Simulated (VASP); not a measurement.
# RuS2 (R-3m) in VASP: a series of runs

Aim: see how the results for RuS2 move with the level of theory and the settings. Levels: LDA+U, r2SCAN+U. Tasks: single point.

Program: VASP 6.6.1. These are calculated values, not measurements. Logs are shortened: lines on timing, memory, paths and dates and some standing lists are left out, and cuts for length are marked.

## 1. The cell of the first run

It takes space group R-3m (No. 166, trigonal). Conventional cell: a = 3.629 Å, b = 3.629 Å, c = 16.458 Å, α = 90.00°, β = 90.00°, γ = 120.00°. Within 3.3 Å of Ru (site symmetry -3m) lie 6 S at 2.49 Å. Within 3.7 Å of S (site symmetry 3m) lie 3 Ru at 2.49 Å and 12 S at 3.40 to 3.63 Å.

## 2. Single point, LDA+U, collinear spin, ferromagnetic start

The input, INCAR:

```
SYSTEM = RuS2
PREC = Accurate
ENCUT = 520
EDIFF = 1E-6
ISMEAR = 0
SIGMA = 0.05
LREAL = .FALSE.
LASPH = .TRUE.
NELM = 150
ALGO = Normal
ISIF = 2
LWAVE = .FALSE.
LCHARG = .FALSE.
ISPIN = 2
MAGMOM = 1 0 0
LORBIT = 11
NUPDOWN = 1.0
LMAXMIX = 4
LDAU = .TRUE.
LDAUTYPE = 2
LDAUL = 2 -1
LDAUU = 4 0
LDAUJ = 0 0
LDAUPRINT = 1
NBANDS = 24
```

The input, KPOINTS:

```
regular mesh
0
G
  6 6 6
  0 0 0
```

The input, POSCAR:

```
RuS2
1.0
    1.8145504000      1.0476311600      5.4860692600
   -1.8145504000      1.0476311600      5.4860692600
    0.0000000000     -2.0952623200      5.4860692600
Ru S
1 2
Direct
    0.0000000000      0.0000000000      0.0000000000
    0.2520000000      0.2520000000      0.2520000000
    0.7480000000      0.7480000000      0.7480000000
```

Potentials or basis: VASP PAW LDA potentials, release 64 (Ru_pv, S).

Command:

```console
cat potpaw_LDA.64/Ru_pv/POTCAR potpaw_LDA.64/S/POTCAR > POTCAR
mpirun -np 1 vasp_std > vasp.out
```

OUTCAR:

```text
SYSTEM = RuS2
   PREC = Accurate
   ENCUT = 520
   EDIFF = 1E-6
   ISMEAR = 0
   LREAL = .FALSE.
   LASPH = .TRUE.
   NELM = 150
   ISIF = 2
   ISPIN = 2
   LORBIT = 11
   NUPDOWN = 1.0

 ion  position               nearest neighbor table
   1  0.000  0.000  0.000-   3 2.49   2 2.49   3 2.49   3 2.49   2 2.49   2 2.49
   2  0.252  0.252  0.252-   1 2.49   1 2.49   1 2.49
   3  0.748  0.748  0.748-   1 2.49   1 2.49   1 2.49

  LATTYP: Found a trigonal (rhomboedric) cell.
 ALAT       =     5.8725701466
 COS(alpha) =     0.8090535277

  Lattice vectors:

 A1 = (   1.8145504000,   1.0476311600,   5.4860692600)
 A2 = (  -1.8145504000,   1.0476311600,   5.4860692600)
 A3 = (   0.0000000000,  -2.0952623200,   5.4860692600)

Analysis of symmetry for initial positions (statically):
=====================================================================
 Subroutine PRICEL returns:
 Original cell was already a primitive cell.

 Routine SETGRP: Setting up the symmetry group for a
 trigonal (rhombohedral) supercell.

 Subroutine GETGRP returns: Found 12 space group operations
 (whereof 12 operations were pure point group operations)
 out of a pool of 12 trial point group operations.

The static configuration has the point symmetry D_3d.

Analysis of symmetry for dynamics (positions and initial velocities):
=====================================================================
 Subroutine PRICEL returns:
 Original cell was already a primitive cell.

 Routine SETGRP: Setting up the symmetry group for a
 trigonal (rhombohedral) supercell.

 Subroutine GETGRP returns: Found 12 space group operations
 (whereof 12 operations were pure point group operations)
 out of a pool of 12 trial point group operations.

The dynamic configuration has the point symmetry D_3d.

Analysis of structural, dynamic, and magnetic symmetry:
[... 178 lines left out ...]
  o =  0.4194  v =  0.0000  0.0000  0.0000  0.0000  0.0000  0.0000 -0.6935 -0.0000 -0.0000 -0.7205      0.0000  0.0000  0.0000  0.0000  0.0000  0.0000  0.0000  0.0000  0.0000  0.0000
  o =  0.4194  v =  0.0000  0.0000  0.0000  0.0000  0.0000 -0.7205  0.0000 -0.0000 -0.6935  0.0000      0.0000  0.0000  0.0000  0.0000  0.0000  0.0000  0.0000  0.0000  0.0000  0.0000
  o =  0.4727  v =  0.0000  0.8193  0.0000  0.0000  0.5734  0.0000  0.0000  0.0000  0.0000  0.0000      0.0000  0.0000  0.0000  0.0000  0.0000  0.0000  0.0000  0.0000  0.0000  0.0000
  o =  0.4727  v = -0.5734  0.0000 -0.0000 -0.8193  0.0000  0.0000  0.0000  0.0000  0.0000  0.0000      0.0000  0.0000  0.0000  0.0000  0.0000  0.0000  0.0000  0.0000  0.0000  0.0000
  o =  0.4775  v =  0.0000  0.0000  0.0000  0.0000  0.0000  0.0000  0.0000 -1.0000  0.0000  0.0000      0.0000  0.0000  0.0000  0.0000  0.0000  0.0000  0.0000  0.0000  0.0000  0.0000
  o =  0.5718  v =  0.0000  0.0000  0.0000  0.0000  0.0000  0.0000  0.7205  0.0000  0.0000 -0.6935      0.0000  0.0000  0.0000  0.0000  0.0000  0.0000  0.0000  0.0000  0.0000  0.0000
  o =  0.5718  v =  0.0000  0.0000  0.0000  0.0000  0.0000 -0.6935  0.0000  0.0000  0.7205 -0.0000      0.0000  0.0000  0.0000  0.0000  0.0000  0.0000  0.0000  0.0000  0.0000  0.0000
  o =  0.8323  v =  0.0000  0.0000 -1.0000  0.0000 -0.0000  0.0000  0.0000  0.0000  0.0000  0.0000      0.0000  0.0000  0.0000  0.0000  0.0000  0.0000  0.0000  0.0000  0.0000  0.0000
  o =  0.8498  v =  0.0000 -0.5734 -0.0000  0.0000  0.8193  0.0000  0.0000  0.0000  0.0000  0.0000      0.0000  0.0000  0.0000  0.0000  0.0000  0.0000  0.0000  0.0000  0.0000  0.0000
  o =  0.8498  v = -0.8193  0.0000  0.0000  0.5734 -0.0000  0.0000  0.0000  0.0000  0.0000  0.0000      0.0000  0.0000  0.0000  0.0000  0.0000  0.0000  0.0000  0.0000  0.0000  0.0000

 number of electron      26.0000002 magnetization       1.0000001

 Free energy of the ion-electron system (eV)
  ---------------------------------------------------
  ext. energy  EPLUGINS =         0.00000000
  ---------------------------------------------------
  free energy    TOTEN  =       -15.50993963 eV

  energy without entropy =      -15.50519633  energy(sigma->0) =      -15.50756798

 E-fermi :   4.4500     XC(G=0): -10.3417

 val. band max:        4.4342592927   @ k =   0.5000   0.5000   0.1667
 cond. band min:       4.0363293073   @ k =  -0.3333   0.3333   0.3333
 fundamental gap:     -0.3979299854
 Fermi energy:         4.0317742385

 spin component 1

 k-point     1 :       0.0000    0.0000    0.0000
  band No.  band energies     occupation
      1     -38.0860      1.00000
      2     -38.0817      1.00000
      3     -38.0817      1.00000
      4      -8.9950      1.00000
      5      -7.1766      1.00000
      6      -1.0937      1.00000
[... 1289 lines left out ...]
     23      15.8792      0.00000
     24      16.3299      0.00000

 [... further k-points ...]
[... 5 lines left out ...]
  --------------------------------------------------------------------------------------
  -------------------------------------------------------------------------------------
  Total       -7.8576621     -7.8576621     -4.8620293      0.0000000      0.0000000      0.0000000
  in kB     -201.1935025   -201.1935017   -124.4910627      0.0000000      0.0000000      0.0000000
  external PRESSURE =    -175.6260223 kB  Pullay stress =       0.0000000 kB

 VOLUME and BASIS-vectors are now :
 -----------------------------------------------------------------------------
  energy-cutoff  :      520.00
  volume of cell :       62.57
      direct lattice vectors                 reciprocal lattice vectors
     1.814550400  1.047631160  5.486069260     0.275550351  0.159089070  0.060759957
    -1.814550400  1.047631160  5.486069260    -0.275550351  0.159089070  0.060759957
     0.000000000 -2.095262320  5.486069260     0.000000000 -0.318178139  0.060759957

 POSITION                                       TOTAL-FORCE (eV/Angst)
 -----------------------------------------------------------------------------------
      0.00000      0.00000      0.00000         0.000000     -0.000000      0.000000
      0.00000      0.00000      4.14747        -0.000000     -0.000000      1.494487
      0.00000      0.00000     12.31074        -0.000000      0.000000     -1.494487
 -----------------------------------------------------------------------------------
    total drift:                               -0.000000      0.000000     -0.000000

  FREE ENERGIE OF THE ION-ELECTRON SYSTEM (eV)
  ---------------------------------------------------
  free  energy   TOTEN  =       -15.5099396285 eV

  energy  without entropy=      -15.5051963320  energy(sigma->0) =      -15.50756798

 total charge

# of ion       s       p       d       tot
------------------------------------------
    1        0.302   6.207   5.889  12.399
    2        1.362   2.217   0.000   3.579
    3        1.362   2.217   0.000   3.579
--------------------------------------------------
tot          3.027  10.641   5.889  19.557

 magnetization (x)

# of ion       s       p       d       tot
------------------------------------------
    1        0.012   0.013   1.015   1.039
    2       -0.000  -0.019   0.000  -0.019
    3       -0.000  -0.019   0.000  -0.019
--------------------------------------------------
tot          0.011  -0.024   1.015   1.001
```

It took 5.2 min on 1 thread of Intel Xeon Platinum 8259CL at 2.50GHz (Skylake/Cascade Lake), shared host; peak memory 0.3 GiB.

What came out:

- Free energy: -15.5099 eV
- Pressure: -17.6 GPa
- Largest force: 1.494 eV/Å
- Net moment: 1.00 μB per cell
- Site moments: Ru +1.04; S -0.02 μB
- Valence electrons inside the program's atomic spheres: Ru 12.40; S 3.58

Forces in eV/Å, atoms in the order of the input:
```
Ru   0.000  0.000  0.000
S    0.000  0.000  1.494
S    0.000  0.000 -1.494
```

Eigenvalues of the final occupation matrices:
```csv
site,spin,trace,eigenvalues
site 1 d,1,3.48,0.47 0.47 0.83 0.85 0.85
site 1 d,2,2.46,0.42 0.42 0.48 0.57 0.57
```

Caveat: the stress differs along the axes, from -20 to -12 GPa; the total moment is fixed, so each spin has its own Fermi level and the state may be an excited one; forces of over 1 eV/Å act on the atoms, so gaps and moduli don't describe the material at rest. The state reached can hang on the start; a lower one may exist.

## 3. Single point, r2SCAN+U, collinear spin, ferromagnetic start

POSCAR is that of step 2.

The input, INCAR.step1:

```
SYSTEM = RuS2
ALGO = Normal
EDIFF = 1E-4
ENCUT = 520
GGA = PE
ISMEAR = 0
ISPIN = 2
LASPH = .TRUE.
LCHARG = .FALSE.
LDAU = .TRUE.
LDAUJ = 0 0
LDAUL = 2 -1
LDAUTYPE = 2
LDAUU = 2 0
LMAXMIX = 4
LREAL = .FALSE.
LWAVE = .TRUE.
MAGMOM = 1 0 0
NBANDS = 24
NELM = 150
PREC = Accurate
SIGMA = 0.05
```

The input, INCAR.step2:

```
SYSTEM = RuS2
ALGO = Normal
EDIFF = 1E-6
ENCUT = 520
ISIF = 2
ISMEAR = 0
ISPIN = 2
ISTART = 1
LASPH = .TRUE.
LCHARG = .TRUE.
LDAU = .TRUE.
LDAUJ = 0 0
LDAUL = 2 -1
LDAUPRINT = 1
LDAUTYPE = 2
LDAUU = 2 0
LELF = .TRUE.
LMAXMIX = 4
LMIXTAU = .TRUE.
LORBIT = 11
LREAL = .FALSE.
LVHAR = .TRUE.
LWAVE = .FALSE.
MAGMOM = 1 0 0
METAGGA = R2SCAN
NBANDS = 24
NELM = 150
PREC = Accurate
SIGMA = 0.05
```

The input, KPOINTS:

```
k-points
0
G
  6 6 6
  0 0 0
```

Potentials or basis: VASP PAW PBE potentials, release 64 (Ru_pv, S).

Command:

```console
cat potpaw_PBE.64/Ru_pv/POTCAR potpaw_PBE.64/S/POTCAR > POTCAR
cp INCAR.step1 INCAR
mpirun -np 1 vasp_std > vasp.out
cp INCAR.step2 INCAR
mpirun -np 1 vasp_std > vasp.out
```

Run time: 14 min. Hardware: 1 thread of Intel Xeon Platinum 8259CL at 2.50GHz (Skylake/Cascade Lake), shared host; peak memory 0.48 GiB.

Results (log left out):

```yaml
Free_energy: -39.9408 eV
Pressure: -8.8 GPa
Largest_force: 0.878 eV/Å
Band_gap_on_the_k_mesh: zero (filled and empty bands overlap)
Net_moment: 1.98 μB per cell
Site_moments: Ru +1.75; S +0.06 μB
Valence_electrons_inside_the_program's_atomic_spheres: Ru 12.27; S 3.65
```

Forces in eV/Å, atoms in the order of the input:
```
Ru   0.000  0.000  0.000
S    0.000  0.000  0.878
S    0.000  0.000 -0.878
```

Stress tensor (GPa, compression positive):
```
-11.19   0.00   0.00
  0.00 -11.19   0.00
  0.00   0.00  -4.02
```

Levels at points of the mesh, in eV from the Fermi level:
Spin up:
```csv
k point,band 12,band 13,band 14,band 15,band 16,band 17
"(0.00, 0.00, 0.00)",-0.55,-0.55,0.07,2.27,2.27,5.87
"(0.50, 0.00, 0.00)",-2.20,-2.04,-1.90,1.89,1.98,6.81
"(0.50, 0.50, 0.00)",-2.30,-2.24,-1.46,2.54,2.67,5.38
"(0.50, 0.50, 0.50)",-0.79,-0.79,-0.71,2.46,2.46,6.54
```
Spin down:
| k point | band 8 | band 9 | band 10 | band 11 | band 12 | band 13 | band 14 | band 15 | band 16 | band 17 |
| --- | --- | --- | --- | --- | --- | --- | --- | --- | --- | --- |
| (0.00, 0.00, 0.00) | -4.35 | -0.52 | -0.43 | -0.43 | -0.01 | -0.01 | 0.17 | 2.91 | 2.91 | 6.08 |
| (0.50, 0.00, 0.00) | -3.88 | -3.63 | -2.09 | -1.78 | -1.18 | 0.54 | 0.84 | 2.65 | 2.90 | 7.11 |
| (0.50, 0.50, 0.00) | -3.77 | -2.94 | -2.13 | -1.36 | -1.35 | 0.61 | 0.62 | 3.31 | 3.38 | 5.82 |
| (0.50, 0.50, 0.50) | -4.17 | -2.08 | -0.67 | -0.67 | -0.09 | -0.01 | -0.01 | 3.13 | 3.13 | 6.80 |

Eigenvalues of the final occupation matrices:
```
    site  spin  trace               eigenvalues
site 1 d     1   3.73  0.54 0.54 0.88 0.89 0.89
site 1 d     2   2.03  0.16 0.16 0.45 0.45 0.80
```

Caveat: the stress differs along the axes, from -11 to -4 GPa; the PAW data sets were made with another functional, which shifts forces and pressure a little. The state reached can hang on the start; a lower one may exist.

The gap in the log of VASP goes by the Fermi energy; the results here count the filled bands.